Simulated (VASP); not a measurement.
## EuS: single point with PBEsol+U

EuS:

```xyz
2
Lattice="0.0000 2.9785 2.9785 2.9785 0.0000 2.9785 2.9785 2.9785 0.0000" Properties=species:S:1:pos:R:3 pbc="T T T"
Eu    0.0000    0.0000    0.0000
S     2.9785    2.9785    2.9785
```

```json
{
 "Program": "VASP 6.6.1",
 "Task": "single point",
 "Functional": "PBEsol",
 "Potentials or basis": "VASP PAW PBE potentials, release 64 (Eu, S)",
 "Cutoff": "600 eV",
 "k mesh": "10 × 10 × 10",
 "Occupations": "fermi-dirac, width 0.15 eV",
 "Spin": "collinear spin, ferromagnetic start",
 "Starting moments": "[9.1, 0.0] μB",
 "Hubbard terms": "Eu f U = 1.5 eV"
}
```

The pressure is -4.8 GPa, the net moment is 6.95 μB per cell and the site moments are Eu +6.61; S -0.07 μB. The valence electrons inside the program's atomic spheres are Eu 14.73; S 3.72.

Levels at points of the mesh, in eV from the Fermi level:
Spin up:
```tsv
k point	band 13	band 14	band 15	band 16	band 17	band 18
(0.00, 0.00, 0.00)	-0.25	-0.25	-0.25	0.75	1.08	1.08
(0.50, 0.00, 0.00)	-0.66	-0.63	-0.62	2.88	3.25	3.69
(0.50, 0.50, 0.00)	-0.68	-0.65	-0.43	-0.43	3.12	3.19
```
Spin down:
```tsv
k point	band 5	band 6	band 7	band 8	band 9	band 10	band 11	band 12
(0.00, 0.00, 0.00)	-13.40	-2.54	-2.54	-2.54	1.30	1.81	1.81	1.81
(0.50, 0.00, 0.00)	-12.41	-5.14	-3.70	-3.70	2.92	4.01	4.70	4.70
(0.50, 0.50, 0.00)	-13.05	-3.72	-2.90	-2.90	-0.23	3.85	3.98	5.04
```

Eigenvalues of the final occupation matrices:
```csv
site,spin,trace,eigenvalues
site 1 f,1,6.67,0.95 0.95 0.95 0.96 0.96 0.96 0.96
site 1 f,2,0.01,0.00 0.00 0.00 0.00 0.00 0.00 0.00
```

Wall time 4.6 min on 1 thread of Intel Xeon 8259CL, on a shared host, peak memory 0.33 GiB.

Caveat: the cell stands under tension; the PAW data sets were made with another functional, which shifts forces and pressure a little; spin-orbit coupling is left out, which moves the levels of the heavy elements; a cell with one magnetic atom can't hold antiferromagnetic order, which such compounds often take. The state reached can hang on the start; a lower one may exist.
